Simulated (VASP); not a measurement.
Set up this calculation in VASP 6.6.1, as the native input.

| Quantity | Value |
| --- | --- |
| Task | single point |
| Functional | r2SCAN |
| Potentials or basis | VASP PAW PBE potentials, release 64 (Al, N) |
| Cutoff | 520 eV |
| k mesh | 3 × 3 × 2 |
| Occupations | fermi-dirac, width 0.069 eV |
| Spin | no spin polarisation |
| Dipole correction | no |
| Further INCAR settings | LREAL = Auto; ALGO = Normal; EDIFF = 1e-06; NBANDS = 86 |

AlN:

```
Al N
1.0
     6.21339    0.00000    0.00000
    -3.10669    5.38095    0.00000
     0.00000    0.00000    9.95718
Al N
16 16
Direct
  0.18710 0.35548 0.98836
  0.33735 0.18369 0.24886
  0.17680 0.32618 0.51132
  0.35716 0.17742 0.74642
  0.14727 0.82224 0.99754
  0.31528 0.66715 0.25467
  0.15236 0.83833 0.50788
  0.32757 0.66523 0.74141
  0.66026 0.32100 0.99848
  0.84638 0.16473 0.24897
  0.69522 0.32444 0.48782
  0.83095 0.16555 0.75149
  0.66566 0.83652 0.00243
  0.82286 0.66028 0.25296
  0.64185 0.82004 0.50277
  0.83231 0.66692 0.75282
  0.17240 0.34280 0.18550
  0.35113 0.16953 0.44192
  0.16874 0.32803 0.70004
  0.33507 0.16437 0.93553
  0.15126 0.83396 0.19170
  0.30985 0.66231 0.44959
  0.16200 0.84545 0.69418
  0.33336 0.68006 0.93126
  0.68010 0.33208 0.18839
  0.84989 0.15628 0.43676
  0.68360 0.34100 0.68060
  0.84981 0.17806 0.93833
  0.65526 0.82513 0.19818
  0.82168 0.66061 0.44154
  0.66482 0.83447 0.68977
  0.81799 0.65511 0.94196
```

One way to write it, as run:

POSCAR

```
AlN
1.0
    6.2133890049      0.0000000000      0.0000000000
   -3.1066945025      5.3809527219      0.0000000000
    0.0000000000      0.0000000000      9.9571771017
Al N
16 16
Direct
    0.1870957868      0.3554768270     -0.0116440633
    0.3373478231      0.1836927494      0.2488645100
    0.1768014676      0.3261818289      0.5113249416
    0.3571631651      0.1774206259      0.7464172751
    0.1472719714      0.8222408240     -0.0024589299
    0.3152791079      0.6671543471      0.2546691672
    0.1523632308      0.8383260796      0.5078834039
    0.3275670816      0.6652297809      0.7414140498
    0.6602625067      0.3209970593     -0.0015237250
    0.8463815083      0.1647334674      0.2489742800
    0.6952182848      0.3244444042      0.4878180784
    0.8309506182      0.1655500515      0.7514918057
    0.6656568414      0.8365154337      0.0024260892
    0.8228639325      0.6602804714      0.2529574371
    0.6418545302      0.8200432578      0.5027709108
    0.8323068813      0.6669157277      0.7528233076
    0.1723964211      0.3427974739      0.1855007681
    0.3511273114      0.1695266707      0.4419197284
    0.1687377167      0.3280264836      0.7000389698
    0.3350693342      0.1643744232      0.9355302115
    0.1512624389      0.8339614250      0.1917016219
    0.3098515445      0.6623081793      0.4495913806
    0.1620042286      0.8454539995      0.6941839971
    0.3333574562      0.6800557799      0.9312633395
    0.6801035064      0.3320750232      0.1883924511
    0.8498928440      0.1562782733      0.4367639498
    0.6836018594      0.3409985359      0.6805971141
    0.8498090473      0.1780597321      0.9383321101
    0.6552590324      0.8251304610      0.1981772524
    0.8216842889      0.6606118254      0.4415391988
    0.6648197586      0.8344717436      0.6897713006
    0.8179873173      0.6551105691      0.9419568322
```

INCAR.step1

```
ALGO = Normal ; EDIFF = 1E-4
ENCUT = 520 ; GGA = PE
ISMEAR = -1 ; LASPH = T
LCHARG = F ; LREAL = Auto
LWAVE = T ; NBANDS = 86
NELM = 80 ; PREC = Accurate
SIGMA = 0.069
```

INCAR.step2

```
ALGO = Normal ; EDIFF = 1E-6
ENCUT = 520 ; ISIF = 2
ISMEAR = -1 ; ISTART = 1
LASPH = T ; LCHARG = F
LMIXTAU = T ; LREAL = Auto
LWAVE = F ; METAGGA = R2SCAN
NBANDS = 86 ; NELM = 80
PREC = Accurate ; SIGMA = 0.069
```

KPOINTS

```
k-points
0
Gamma
  3 3 2
```

Potentials or basis: VASP PAW PBE potentials, release 64 (Al, N).

Launch:

```bash
$ cat potpaw_PBE.64/Al/POTCAR potpaw_PBE.64/N/POTCAR > POTCAR
$ cp INCAR.step1 INCAR
$ mpirun -np 1 vasp_std > vasp.out
$ cp INCAR.step2 INCAR
$ mpirun -np 1 vasp_std > vasp.out
```

It gave:

The pressure is -0.4 GPa and the largest force is 2.600 eV/Å. The band gap on the k mesh is 4.75 eV.

Caveat: the atoms stand as in a frame of molecular dynamics; the PAW data sets were made with another functional, which shifts forces and pressure a little.

Run time: 17 min on 1 thread of Intel(R) Xeon(R) Platinum 8488C (Sapphire Rapids) (shared host), peak memory 0.57 GiB.
